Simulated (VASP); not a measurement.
YMo3, 8 atoms in the cell. It takes space group P6_3/mmc (No. 194, hexagonal). Conventional cell: a = 5.915 Å, b = 5.915 Å, c = 4.747 Å, α = 90.00°, β = 90.00°, γ = 120.00°. Y (site symmetry -6m2) has 12 Mo at 2.92 to 2.96 Å within 3.8 Å. Within 3.8 Å of Mo (site symmetry mm2) lie 4 Y at 2.92 to 2.96 Å and 8 Mo at 2.93 to 2.96 Å. 

| Item | Value |
| --- | --- |
| Program | VASP 6.6.1 |
| Task | relaxation of cell and atoms |
| Functional | PBE |
| Potentials or basis | VASP PAW PBE potentials, release 64 (Y_sv, Mo_sv) |
| Cutoff | 600 eV |
| k mesh | 3 × 3 × 4 |
| Occupations | gaussian, width 0.1 eV |
| Spin | no spin polarisation |
| Dipole correction | no |
| Further INCAR settings | ALGO = Fast; EDIFF = 1e-07; IBRION = 2; EDIFFG = -0.04; NSW = 90; ISIF = 3 |

Potentials or basis: VASP PAW PBE potentials, release 64 (Y_sv, Mo_sv).

The run is started by

```bash
$ cat potpaw_PBE.64/Y_sv/POTCAR potpaw_PBE.64/Mo_sv/POTCAR > POTCAR
$ mpirun -np 1 vasp_std > vasp.out
```

Hardware: 1 thread of AMD EPYC 9R45 96-Core Processor (Zen 5) (shared host).

**Question.** Estimate the wall time of this run.

**Answer.** Wall time 40 min on 1 thread of AMD EPYC 9R45 96-Core Processor (Zen 5), on a shared host, peak memory 0.33 GiB. Counts: scf iterations 489, k points 9, ion steps 31.
